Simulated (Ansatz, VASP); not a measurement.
**Two plane-wave programs on Co8CuPd3RuRh3**

```
CELL_PARAMETERS angstrom
-3.73613 3.64524 -3.76744
3.74018 3.64257 3.76072
3.72391 -3.63851 -3.74850
ATOMIC_POSITIONS crystal
Co 0.24751 0.97699 0.74544
Co 0.99360 0.26362 0.74939
Co 0.77190 0.50403 0.75967
Co 0.48576 0.75531 0.74876
Co 0.00881 0.50581 0.50594
Co 0.23691 0.50680 0.24867
Co 0.00538 0.74312 0.24478
Co 0.24066 0.73930 0.99200
Cu 0.49777 0.24502 0.24605
Ru 0.74608 0.00625 0.24805
Rh 0.49852 0.99497 0.49600
Rh 0.00051 0.99480 0.99648
Rh 0.75293 0.24988 0.99920
Pd 0.25210 0.25275 0.50094
Pd 0.75302 0.74411 0.50215
Pd 0.49302 0.49645 0.99654
```

Alike in both runs: functional PBE; k mesh 3 × 3 × 3; occupations gaussian, width 0.1 eV; collinear spin.

Ansatz relaxed the structure, and its values are those at the end. VASP's run is a single point on that final structure, the one shown.

```csv
,VASP,Ansatz
version,VASP 6.6.1,Ansatz 0.2.0
potentials or method,"VASP PAW PBE potentials, release 64 (Co, Cu, Ru_pv, Rh_pv, Pd), cutoff 520 eV","scalar-relativistic, plane waves, PAW"
valence electrons in the cell,172,276
```

```tsv
	VASP	Ansatz	Ansatz less VASP
gap on the k mesh at the Fermi level (eV)	none	none	-
pressure (GPa)	-0.3	0.1	+0.34
rms of the force components (eV/Å)	0.011	0.010	-0.0005
net moment per atom (μB)	0.98	0.98	+0.007
size of the moment on the site where the two differ most (μB)	1.69	1.74	+0.054
```

Site moments also hang on the region over which each program counts them. A gap of «none» marks a metal or a gap that the smearing closes. With one functional, cell and mesh, what is left measures potentials, basis and numerics. VASP's potentials hold 172 valence electrons a cell and Ansatz's 276, so a difference there can come from the potentials and not from the codes.

The k mesh is coarse, so the values compare programs but aren't converged.
